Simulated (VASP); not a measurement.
# Si16HC16 (a cell with a defect) in VASP: a series of runs, part 3 of 3

VASP 6.6.1.

### Step 4. Single point, LDA

INCAR reads:

```
SYSTEM = Si16HC16
PREC = Accurate
ENCUT = 520
EDIFF = 1E-6
ISMEAR = -1
SIGMA = 0.01
LREAL = Auto
LASPH = .TRUE.
NELM = 120
ALGO = Normal
ISIF = 2
LWAVE = .FALSE.
LCHARG = .FALSE.
GGA = CA
NBANDS = 86
NELECT = 128.0
GGA_COMPAT = .FALSE.
```

KPOINTS reads:

```
Automatic mesh
0
Gamma
  1 1 1
  0.25 0.25 0.25
```

POSCAR reads:

```
Si16HC16
1.0
    6.1882622200      0.0000000600      0.0000000000
   -3.0941311600      5.3591922600      0.0000000000
    0.0000000000      0.0000000000     10.1293014700
Si C H
16 16 1
Direct
    0.3363831200      0.1638303400      0.9419721400
    0.1698332000      0.3349027800      0.4385017200
    0.0036677700     -0.0007661900      0.6874461200
    0.0017793300      0.0009137000      0.1900316400
    0.3316609300      0.6597989800      0.9485810200
    0.1684507400      0.8359740700      0.4377712400
    0.0059337200      0.5053776100      0.6876901100
    0.0016333700      0.5006638200      0.1911600200
    0.8371176200      0.1656191100      0.9421817300
    0.6722691200      0.3377250500      0.4377979600
    0.5090351900      0.0247198900      0.6808347700
    0.5021851400      0.0004917700      0.1905798700
    0.8362707600      0.6654536400      0.9414622400
    0.6708944700      0.8348911600      0.4384959600
    0.5063628000      0.4898238600      0.6860381000
    0.5021153900      0.5001815300      0.1909425200
    0.3344026000      0.1631673200      0.7534960300
    0.1679609800      0.3351249700      0.2522228100
    0.0038728000      0.0017006400      0.5024001500
    0.0026288300     -0.0006749400      0.0027568200
    0.3448478400      0.6629500000      0.7560229400
    0.1679589400      0.8353865400      0.2518371600
    0.0069775600      0.5037002700      0.5032272700
   -0.0008149400      0.4977573000      0.0042226800
    0.8413590000      0.1687902400      0.7527356000
    0.6684861800      0.3348931200      0.2522913700
    0.5038299700      0.0016789800      0.5001404500
    0.5022297400     -0.0022298500      0.0029454800
    0.8394175400      0.6661581200      0.7526298700
    0.6679710200      0.8347365100      0.2522437300
    0.5038906300      0.5006649300      0.5019958200
    0.5023967200      0.4974275400      0.0037957700
    0.5529866000      0.8182119400      0.7737368500
```

Potentials or basis: VASP PAW LDA potentials, release 64 (Si, C, H).

Command:

```console
$ cat potpaw_LDA.64/Si/POTCAR potpaw_LDA.64/C/POTCAR potpaw_LDA.64/H/POTCAR > POTCAR
$ mpirun -np 1 vasp_std > vasp.out
```

OUTCAR:

```text
SYSTEM = Si16HC16
   PREC = Accurate
   ENCUT = 520
   EDIFF = 1E-6
   ISMEAR = -1
   LREAL = Auto
   LASPH = .TRUE.
   NELM = 120
   ISIF = 2
   GGA = CA
   NELECT = 128.0

 ion  position               nearest neighbor table
   1  0.336  0.164  0.942-  28 1.88  20 1.89  32 1.89  17 1.91  12 3.07   5 3.08   4 3.09  13 3.09
                             9 3.09   9 3.10  13 3.10  16 3.10   5 3.11  15 3.13  11 3.13   3 3.13
   2  0.170  0.335  0.439-  18 1.89  23 1.89  19 1.90  31 1.90  16 3.08   8 3.08   6 3.08  10 3.09
                             4 3.09  15 3.09  14 3.09   7 3.10  14 3.10   3 3.10  10 3.10   6 3.11
   3  0.004  0.999  0.687-  19 1.87  17 1.89  25 1.90  29 1.90  11 3.05   7 3.06  15 3.07   6 3.08
                            14 3.09   2 3.10  15 3.12   7 3.13  13 3.13   1 3.13   9 3.14  11 3.14
   4  0.002  0.001  0.190-  22 1.88  30 1.90  20 1.90  18 1.90   9 3.07   6 3.07  14 3.08   1 3.09
                             2 3.09  12 3.09  16 3.09   8 3.09  13 3.09   8 3.10  16 3.10  12 3.10
   5  0.332  0.660  0.949-  24 1.87  32 1.87  28 1.89  21 1.95  16 3.03   8 3.03  12 3.06   9 3.06
                            13 3.08   1 3.08   1 3.11  13 3.11   9 3.13
   6  0.168  0.836  0.438-  22 1.88  19 1.89  23 1.90  27 1.91  11 3.07   4 3.07  14 3.08  10 3.08
                            12 3.08   8 3.08   3 3.08   2 3.08   7 3.09   2 3.11  10 3.11  14 3.11
   7  0.006  0.505  0.688-  23 1.87  29 1.87  25 1.92  21 1.95  11 3.03  15 3.04   3 3.06   6 3.09
                             2 3.10  10 3.10  13 3.12   3 3.13  15 3.15
   8  0.002  0.501  0.191-  18 1.88  26 1.89  24 1.89  22 1.90   5 3.03  10 3.06   6 3.08   2 3.08
                            13 3.09  16 3.09  12 3.09   4 3.09   4 3.10  12 3.10   9 3.10  16 3.10
   9  0.837  0.166  0.942-  20 1.88  24 1.89  28 1.90  25 1.92   5 3.06   4 3.07  12 3.09  13 3.09
                             1 3.09   1 3.10  13 3.10   8 3.10   5 3.13   3 3.14
  10  0.672  0.338  0.438-  26 1.88  31 1.89  27 1.91  23 1.91  11 2.98  15 3.04   8 3.06  16 3.07
                             6 3.08  14 3.08   2 3.09  12 3.09   7 3.10   2 3.10  14 3.11   6 3.11
  11  0.509  0.025  0.681-  33 1.71  27 1.83  17 1.84  25 1.93  21 2.09  15 2.89  10 2.98   7 3.03
                             3 3.05   6 3.07  14 3.10   1 3.13   3 3.14
  12  0.502  0.000  0.191-  30 1.88  22 1.90  26 1.90  28 1.90   5 3.06   1 3.07   6 3.08  14 3.08
                            10 3.09   4 3.09   9 3.09  16 3.09   8 3.09   8 3.10  16 3.10   4 3.10
  13  0.836  0.665  0.941-  24 1.88  20 1.89  32 1.90  29 1.91   5 3.08   8 3.09   1 3.09   9 3.09
                             4 3.09   9 3.10  16 3.10   1 3.10   5 3.11   7 3.12   3 3.13  15 3.13
  14  0.671  0.835  0.438-  30 1.89  27 1.90  19 1.90  31 1.90   6 3.08   4 3.08  10 3.08  16 3.08
                            12 3.08   3 3.09   2 3.09  11 3.10   2 3.10  10 3.11   6 3.11  15 3.12
  15  0.506  0.490  0.686-  31 1.87  17 1.88  29 1.91  21 1.93  11 2.89  10 3.04   7 3.04   3 3.07
                             2 3.09   3 3.12  14 3.12   1 3.13  13 3.13   7 3.15
  16  0.502  0.500  0.191-  26 1.88  18 1.90  32 1.90  30 1.90   5 3.03  10 3.07   2 3.08  14 3.08
                             8 3.09  12 3.09   4 3.09   4 3.10  12 3.10  13 3.10   8 3.10   1 3.10
  17  0.334  0.163  0.753-  11 1.84  15 1.88   3 1.89   1 1.91
  18  0.168  0.335  0.252-   8 1.88   2 1.89  16 1.90   4 1.90
  19  0.004  0.002  0.502-   3 1.87   6 1.89  14 1.90   2 1.90
  20  0.003  0.999  0.003-   9 1.88   1 1.89  13 1.89   4 1.90
  21  0.345  0.663  0.756-  33 1.17  15 1.93   7 1.95   5 1.95  11 2.09
  22  0.168  0.835  0.252-   6 1.88   4 1.88  12 1.90   8 1.90
  23  0.007  0.504  0.503-   7 1.87   2 1.89   6 1.90  10 1.91
  24  0.999  0.498  0.004-   5 1.87  13 1.88   9 1.89   8 1.89
  25  0.841  0.169  0.753-   3 1.90   9 1.92   7 1.92  11 1.93
  26  0.668  0.335  0.252-  10 1.88  16 1.88   8 1.89  12 1.90
  27  0.504  0.002  0.500-  11 1.83  14 1.90   6 1.91  10 1.91
  28  0.502  0.998  0.003-   1 1.88   5 1.89   9 1.90  12 1.90
  29  0.839  0.666  0.753-   7 1.87   3 1.90  15 1.91  13 1.91
  30  0.668  0.835  0.252-  12 1.88  14 1.89   4 1.90  16 1.90
  31  0.504  0.501  0.502-  15 1.87  10 1.89   2 1.90  14 1.90
  32  0.502  0.497  0.004-   5 1.87   1 1.89  16 1.90  13 1.90
  33  0.553  0.818  0.774-  21 1.17  11 1.71

  LATTYP: Found a hexagonal cell.
 ALAT       =     6.1882622200
 C/A-ratio  =     1.6368571838

  Lattice vectors:

[... 169 lines left out ...]
   LSORBIT =      F    spin-orbit coupling
   LASPH  =      T    aspherical Exc in radial PAW
   ENCUT  =  520.0 eV  38.22 Ry    6.18 a.u.  11.51 11.51 18.83*2*pi/ulx,y,z
   NELM   =    120;   NELMIN=  2; NELMDL= -5     # of ELM steps
   EDIFF  = 0.1E-05   stopping-criterion for ELM
   LREAL  =      T    real-space projection
   EDIFFG = 0.1E-04   stopping-criterion for IOM
   NSW    =      0    number of steps for IOM
   IBRION =     -1    ionic relax: 0-MD 1-quasi-New 2-CG
   NFREE  =      0    steps in history (QN), initial steepest desc. (CG)
   ISIF   =      2    stress and relaxation
   ISYM   =      2    0-nonsym 1-usesym 2-fastsym
   POTIM  = 0.5000    time-step for ionic-motion
   TEBEG  =    0.0;   TEEND  =   0.0 temperature during run
   PSTRESS=    0.0 pullay stress
   NELECT =     128.0000    total number of electrons
   NUPDOWN=      -1.0000    fix difference up-down
   EMIN   =  10.00;   EMAX   =-10.00  energy-range for DOS
   EFERMI =   0.00;   METHOD = LEGACY
   ISMEAR =    -1;   SIGMA  =   0.01  broadening in eV -4-tet -1-fermi 0-gaus
   EFERMI_NEDOS =   21; number of points for ismear=-14 and -15
   IALGO  =     38    algorithm
   IMIX   =      4    mixing-type and parameters
     AMIX     =   0.40;   BMIX     =  1.00
     AMIX_MAG =   1.60;   BMIX_MAG =  1.00
  volume/ion in A,a.u.               =      10.18        68.70
  Fermi-wavevector in a.u.,A,eV,Ry     =   1.186849  2.242820 19.165325  1.408612
  Thomas-Fermi vector in A             =   2.323013
   LORBIT       =      0    0 simple, 1 ext, 2 COOP (PROOUT), +10 PAW based schemes
   GGA     = CA    functional components
   LHFCALC =     F    Hartree Fock is set to
   AEXX    =    0.0000 exact exchange contribution
   IVDW    =     0    specifies the selected vdW correction
   LEPSILON=     F    determine dielectric tensor
   LRPA    =     F    only Hartree local field effects (RPA)
 non-spin polarized calculation
  energy-cutoff  :      520.00
  volume of cell :      335.93
 maximum number of plane-waves:      9026
 NGX is ok and might be reduce to    48
   NGX = 23   NGY = 23   NGZ = 37

 number of electron     127.9999999 magnetization

 Free energy of the ion-electron system (eV)
  ---------------------------------------------------
  ext. energy  EPLUGINS =         0.00000000
  ---------------------------------------------------
  free energy    TOTEN  =      -282.89051359 eV

  energy without entropy =     -282.89051359  energy(sigma->0) =     -282.89051359

 E-fermi :   7.6308     XC(G=0): -11.5037

 val. band max:        7.3403999822   @ k =   0.2500   0.2500   0.2500
 cond. band min:      10.9332618539   @ k =   0.5000  -0.2500   0.2500
 fundamental gap:      3.5928618717
 Fermi energy:         7.6307966769

 k-point     1 :       0.2500    0.2500    0.2500
  band No.  band energies     occupation
      1      -6.9123      2.00000
      2      -6.0465      2.00000
      3      -5.7432      2.00000
      4      -5.4716      2.00000
      5      -5.0004      2.00000
      6      -4.8556      2.00000
[... 463 lines left out ...]
     75      13.3555      0.00000
     76      13.4622      0.00000
 [bands above 76 left out]

------------------------ aborting loop because EDIFF is reached ----------------------------------------

  FORCE on cell =-STRESS in cart. coord.  units (eV):
  Direction    XX          YY          ZZ          XY          YZ          ZX
  --------------------------------------------------------------------------------------
  -------------------------------------------------------------------------------------
  Total      -30.5388505    -31.0428897    -16.6965786     -3.9162544     -1.3803744     -0.5486601
  in kB     -145.6517557   -148.0557161    -79.6325319    -18.6781534     -6.5835467     -2.6167754
  external PRESSURE =    -124.4466679 kB  Pullay stress =       0.0000000 kB

 VOLUME and BASIS-vectors are now :
 -----------------------------------------------------------------------------
  energy-cutoff  :      520.00
  volume of cell :      335.93
      direct lattice vectors                 reciprocal lattice vectors
     6.188262220  0.000000060  0.000000000     0.161596254  0.093297643  0.000000000
    -3.094131160  5.359192260  0.000000000    -0.000000002  0.186595283  0.000000000
     0.000000000  0.000000000 10.129301470     0.000000000  0.000000000  0.098723491

 POSITION                                       TOTAL-FORCE (eV/Angst)
 -----------------------------------------------------------------------------------
      1.57471      0.87800      9.54152        -0.102749      0.056666      0.002013
      0.01474      1.79481      4.44172         0.084320     -0.058712      0.002978
     -3.06906      5.35509      6.96335         0.060862     -0.033787     -0.002288
      0.00818      0.00490      1.92489        -0.070194      0.064960     -0.012495
      0.01090      3.53599      9.60846        -0.110485      0.067321      0.051917
     -1.54420      4.48015      4.43432         0.120022     -0.039959     -0.012807
[... 25 lines left out ...]
      1.56986      2.66581      0.03845         0.092312     -0.043523      0.006396
      0.89037      4.38496      7.83741         0.007273     -0.367947      0.091537
 -----------------------------------------------------------------------------------
    total drift:                               -0.077388     -0.010521     -0.076339

  FREE ENERGIE OF THE ION-ELECTRON SYSTEM (eV)
  ---------------------------------------------------
  free  energy   TOTEN  =      -282.8905135867 eV

  energy  without entropy=     -282.8905135867  energy(sigma->0) =     -282.89051359
```

Run time: 3.2 min. Hardware: 1 thread of Intel Xeon Platinum 8559C (Emerald Rapids), shared host; peak memory 0.39 GiB.

Results:

- Free energy: -282.8905 eV
- Largest force: 0.379 eV/Å

Forces on the atoms (eV/Å):
```
Si  -0.103  0.057  0.002
Si   0.084 -0.059  0.003
Si   0.061 -0.034 -0.002
Si  -0.070  0.065 -0.012
Si  -0.110  0.067  0.052
Si   0.120 -0.040 -0.013
Si   0.038 -0.141 -0.013
Si  -0.075  0.067 -0.009
Si  -0.123  0.054  0.001
Si   0.094 -0.062 -0.012
Si   0.008  0.165 -0.132
Si  -0.085  0.060 -0.010
Si  -0.097  0.064  0.003
Si   0.096 -0.046  0.002
Si   0.112 -0.033  0.011
Si  -0.080  0.065 -0.010
C   -0.153  0.153 -0.002
C    0.146 -0.099  0.004
C   -0.082  0.037  0.009
C    0.070 -0.065  0.018
C    0.116  0.242  0.042
C    0.143 -0.106  0.000
C   -0.080  0.009 -0.001
C    0.089 -0.051 -0.014
C   -0.205  0.134 -0.097
C    0.148 -0.085  0.003
C   -0.096  0.057  0.004
C    0.065 -0.078  0.016
C   -0.211  0.088  0.029
C    0.151 -0.100  0.001
C   -0.070  0.026  0.032
C    0.092 -0.044  0.006
H    0.007 -0.368  0.092
```

Caveat: the k points lie up to 0.59 Å⁻¹ apart; the cell carries a net charge on a neutralising background, which shifts energy and pressure; the cell is charged against a uniform background, so pressure and absolute levels hang on convention.

### Step 5. Single point, r2SCAN

POSCAR reads:

```
Si16HC16
1.0
    6.1882622200      0.0000000600      0.0000000000
   -3.0941311600      5.3591922600      0.0000000000
    0.0000000000      0.0000000000     10.1293014700
Si C H
16 16 1
Direct
    0.3363807700      0.1653933600      0.9415102900
    0.1709030900      0.3346560700      0.4385281100
    0.0064684700     -0.0101223500      0.6860784700
    0.0021164400      0.0000481300      0.1909828600
    0.3372883000      0.6655747000      0.9422537600
    0.1722299900      0.8374284500      0.4378419700
    0.0090702000      0.5245676200      0.6808867000
    0.0021409100      0.5003355000      0.1905938700
    0.8317800300      0.1596487000      0.9486342900
    0.6684531500      0.3357093900      0.4378332400
    0.5058322900      0.0052339800      0.6877916600
    0.5016249500      0.0005105000      0.1911844000
    0.8365390300      0.6638000300      0.9419787800
    0.6697899800      0.8346447400      0.4385609700
    0.5037433800      0.4991480300      0.6874952900
    0.5018097400      0.5007885800      0.1900600600
    0.3394615200      0.1661434500      0.7527055400
    0.1679259700      0.3346090700      0.2522583900
    0.0039241300      0.0004444100      0.5020312200
    0.0025308200     -0.0026627500      0.0038501400
    0.3414412600      0.6687132900      0.7528347100
    0.1684227400      0.8347180400      0.2523286700
    0.0038563400      0.5014873900      0.5001982400
    0.0023341800      0.4976861900      0.0029635200
    0.8449963000      0.1629896600      0.7560459200
    0.6678922300      0.3352334300      0.2518567900
    0.5069364900      0.0034824600      0.5033084400
    0.4992753600     -0.0023400400      0.0042546400
    0.8345513500      0.6631959400      0.7535150700
    0.6678883300      0.8349695500      0.2522445800
    0.5038638700      0.5014680600      0.5024339500
    0.5027785500      0.4992674000      0.0028207800
    0.0528576800      0.3182211600      0.7742246600
```

INCAR.step1 reads:

```
SYSTEM = Si16HC16
PREC     = Accurate       ! precision mode
ENCUT    = 580            ! plane-wave cutoff, eV
ISMEAR   = -1             ! smearing method
SIGMA    = 0.01           ! smearing width, eV
LREAL    = Auto         
LASPH    = .TRUE.         ! aspherical terms in the spheres
NELM     = 120            ! most SCF steps
NELECT   = 128.0        
NBANDS   = 86             ! bands
GGA      = PE             ! functional
ALGO     = Normal         ! electronic algorithm
EDIFF    = 1E-5           ! SCF threshold, eV
LWAVE    = .TRUE.         ! write WAVECAR
LCHARG   = .FALSE.        ! write CHGCAR
GGA_COMPAT= .FALSE.
```

INCAR.step2 reads:

```
SYSTEM = Si16HC16
PREC     = Accurate       ! precision mode
ENCUT    = 580            ! plane-wave cutoff, eV
EDIFF    = 1E-6           ! SCF threshold, eV
ISMEAR   = -1             ! smearing method
SIGMA    = 0.01           ! smearing width, eV
LREAL    = Auto         
LASPH    = .TRUE.         ! aspherical terms in the spheres
NELM     = 120            ! most SCF steps
ALGO     = Normal         ! electronic algorithm
ISIF     = 2              ! what is computed and relaxed
LWAVE    = .FALSE.        ! write WAVECAR
LCHARG   = .FALSE.        ! write CHGCAR
METAGGA  = R2SCAN         ! meta-GGA
LMIXTAU  = .TRUE.       
NELECT   = 128.0        
NBANDS   = 86             ! bands
ISTART   = 1            
GGA_COMPAT= .FALSE.
```

KPOINTS is that of step 4.

Potentials or basis: VASP PAW PBE potentials, release 64 (Si, C, H).

Command:

```console
$ cat potpaw_PBE.64/Si/POTCAR potpaw_PBE.64/C/POTCAR potpaw_PBE.64/H/POTCAR > POTCAR
$ cp INCAR.step1 INCAR
$ mpirun -np 1 vasp_std > vasp.out
$ cp INCAR.step2 INCAR
$ mpirun -np 1 vasp_std > vasp.out
```

Wall time 13 min (1 thread of Intel Xeon Platinum 8559C (Emerald Rapids), shared host); peak memory 0.57 GiB.

It converged, with:

```
Free energy   : -325.7832 eV
Largest force : 0.679 eV/Å
```

Forces in eV/Å, atoms in the order of the input:
```
Si  -0.088  0.063  0.004
Si   0.092 -0.044 -0.013
Si   0.116 -0.034  0.016
Si  -0.085  0.063 -0.006
Si  -0.124  0.061  0.001
Si   0.089 -0.058 -0.046
Si   0.079  0.105 -0.068
Si  -0.094  0.064 -0.004
Si  -0.126  0.073  0.057
Si   0.120 -0.035 -0.034
Si  -0.011 -0.138 -0.050
Si  -0.095  0.064 -0.010
Si  -0.102  0.045  0.001
Si   0.086 -0.055 -0.016
Si   0.071 -0.019 -0.010
Si  -0.083  0.061 -0.003
C   -0.182  0.080  0.013
C    0.163 -0.101  0.015
C   -0.071  0.033  0.060
C    0.088 -0.045  0.010
C   -0.175  0.202 -0.118
C    0.159 -0.079  0.015
C   -0.091  0.063  0.046
C    0.068 -0.091  0.026
C    0.359  0.397  0.140
C    0.155 -0.107  0.019
C   -0.067  0.013  0.016
C    0.107 -0.046  0.000
C   -0.129  0.152 -0.035
C    0.160 -0.098  0.023
C   -0.085  0.037  0.027
C    0.075 -0.069  0.014
H   -0.379 -0.556 -0.089
```

Levels at points of the mesh, in eV from the Fermi level:
```csv
k point,band 61,band 62,band 63,band 64,band 65,band 66,band 67,band 68
"(0.25, 0.25, 0.25)",-0.89,-0.84,-0.64,-0.30,3.87,4.47,4.57,4.79
```

Caveat: the k points lie up to 0.59 Å⁻¹ apart; the cell carries a net charge on a neutralising background, which shifts energy and pressure; the cell is charged against a uniform background, so pressure and absolute levels hang on convention; the PAW data sets were made with another functional, which shifts forces and pressure a little.
